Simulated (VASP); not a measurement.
Write the native input for VASP 6.6.1 that does the following.

```
Task                               : single point
Functional                         : HSE06
Potentials or basis                : VASP PAW PBE potentials, release 64 (Mg, O)
Cutoff                             : 520 eV
k mesh                             : 6 × 6 × 6
Occupations                        : gaussian, width 0.01 eV
Spin                               : no spin polarisation
Dipole correction                  : no
Grid for exact exchange (PRECFOCK) : Normal
Further INCAR settings             : ALGO = Normal; EDIFF = 1e-06; NBANDS = 11
Screening parameter                : 0.2079 1/Å
```

Crystal: MgO.

```xyz
2
Lattice="0.0000 2.1907 2.1907 2.1907 0.0000 2.1907 2.1907 2.1907 0.0000" Properties=species:S:1:pos:R:3 pbc="T T T"
Mg    0.0000    0.0000    0.0000
O     1.0954    1.0954    1.0954
```

This cell differs from its parent crystal: strain -4.0%.

These files were run (other wordings do the same):

POSCAR

```
MgO
1.0
    0.0000000000      2.1907254362      2.1907254362
    2.1907254362      0.0000000000      2.1907254362
    2.1907254362      2.1907254362      0.0000000000
Mg O
1 1
Direct
    0.0000000000      0.0000000000      0.0000000000
    0.2500000000      0.2500000000      0.2500000000
```

INCAR.step1

```
PREC = Accurate
ENCUT = 520
EDIFF = 1E-5
ISMEAR = 0
SIGMA = 0.01
LREAL = F
LASPH = T
NELM = 120
ALGO = Normal
ISIF = 2
LWAVE = T
NBANDS = 11
GGA = PE
GGA_COMPAT = F
```

INCAR.step2

```
PREC = Accurate
ENCUT = 520
EDIFF = 1E-6
ISMEAR = 0
SIGMA = 0.01
LREAL = F
LASPH = T
NELM = 120
ALGO = Normal
ISIF = 2
LWAVE = F
LCHARG = T
GGA = PE
LHFCALC = T
HFSCREEN = 0.2079
PRECFOCK = Normal
LELF = T
LVHAR = T
NBANDS = 11
ISTART = 1
GGA_COMPAT = F
```

KPOINTS

```
Automatic mesh
0
Gamma
  6 6 6
```

Potentials or basis: VASP PAW PBE potentials, release 64 (Mg, O).

Launch:

```console
$ cat potpaw_PBE.64/Mg/POTCAR potpaw_PBE.64/O/POTCAR > POTCAR
$ cp INCAR.step1 INCAR
$ mpirun -np 1 vasp_std > vasp.out
$ cp INCAR.step2 INCAR
$ mpirun -np 1 vasp_std > vasp.out
```

Results of the run:

```json
{
  "Pressure": "20.0 GPa",
  "Band gap on the k mesh": "6.06 eV, direct"
}
```

Caveat: the cell differs from its parent crystal (strain -4.0%); the PAW data sets were made with another functional, which shifts forces and pressure a little.

Wall time 2.9 min on 1 thread of Intel(R) Xeon(R) 6975P-C (Granite Rapids), on a shared host, peak memory 0.25 GiB.
